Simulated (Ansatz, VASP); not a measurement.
MnO in VASP and in Ansatz

INCAR

```
SYSTEM = MnO
  PREC = Accurate
  ENCUT = 600
  EDIFF = 1E-7
  ISMEAR = -1
  SIGMA = 0.05
  LREAL = .False.
  LASPH = .True.
  NELM = 150
  ALGO = Normal
  ISIF = 3
  LWAVE = .False.
  LCHARG = .False.
  ISPIN = 2
  MAGMOM = 4 0
  LORBIT = 11
  LMAXMIX = 4
  GGA = RP
  IVDW = 12
  IBRION = 2
  NSW = 60
  EDIFFG = -0.01
```

The input KPOINTS:

```
Automatic mesh
0
Gamma
  10 10 9
  0 0 0
```

POSCAR

```
MnO
1.0
    2.9694859100      0.0000000000      0.0000000000
   -1.4847429600      2.5716502300      0.0000000000
    0.0000000000      0.0000000000      2.8980711300
Mn O
1 1
Direct
    0.0000000000      0.0000000000      0.0000000000
    0.6666666667      0.3333333333      0.5000000000
```

The input input.yaml:

```yaml
crystal:
  lattice:
    - [2.96948591, 0.0, 0.0]
    - [-1.48474296, 2.57165023, 0.0]
    - [0.0, 0.0, 2.89807113]
  atoms:
    - { symbol: Mn, position: [0.0, 0.0, 0.0], spin: 4.0 }
    - { symbol: O, position: [0.6666666667, 0.3333333333, 0.5] }
hamiltonian:
  xc: rpbe
  pseudopotentials: { kind: paw }
  dispersion: d3bj
magnetization:
  spin_polarized: true
kpoints:
  mp_grid: { grid: [10, 10, 9] }
scf:
  occupations: { method: fermi_dirac, width: 0.05 }
output:
  forces: true
  stress: true
  eigenvalues: true
  write_density: true
  write_potential: true
  elf: true
  volumetric_format: npy
relax:
  f_tol: 0.01
  max_steps: 40
  cell: { stress_tol: 0.05 }
```

Alike in both runs: task relaxation of cell and atoms; functional RPBE; dispersion D3(BJ); k mesh 10 × 10 × 9; occupations fermi-dirac, width 0.05 eV; collinear spin.

```csv
,VASP,Ansatz
version,VASP 6.6.1,Ansatz 0.2.0
potentials or method,"VASP PAW PBE potentials, release 64 (Mn_pv, O)",Ansatz PAW
plane-wave cutoff (eV),600,420
valence electrons in the cell,19,21
```

VASP gave:

| Quantity | Value |
| --- | --- |
| gap on the k mesh at the Fermi level, each at its own relaxed structure (eV) | none |
| net moment per atom (μB) | 2.27 |
| size of the moment on the site where the two differ most (μB) | 4.13 |
| relaxed volume (Å³/atom) | 10.24 |
| relaxed cell length with the largest relative difference (Å) | 2.749 |

Q: What did Ansatz give for the same quantities?

A: gap on the k mesh at the Fermi level, each at its own relaxed structure (eV): none; net moment per atom (μB): 2.27; size of the moment on the site where the two differ most (μB): 3.82; relaxed volume (Å³/atom): 10.23; relaxed cell length with the largest relative difference (Å): 2.748.

VASP's potentials were made for PBE, not for RPBE. Site moments also hang on the region over which each program counts them. A gap of «none» marks a metal or a gap that the smearing closes. VASP's potentials hold 19 valence electrons a cell and Ansatz's 21, so a difference there can come from the potentials and not from the codes.

Noted on Ansatz's run: the plane-wave basis is chosen anew once the cell has moved, so the energies of steps on either side of that aren't comparable.
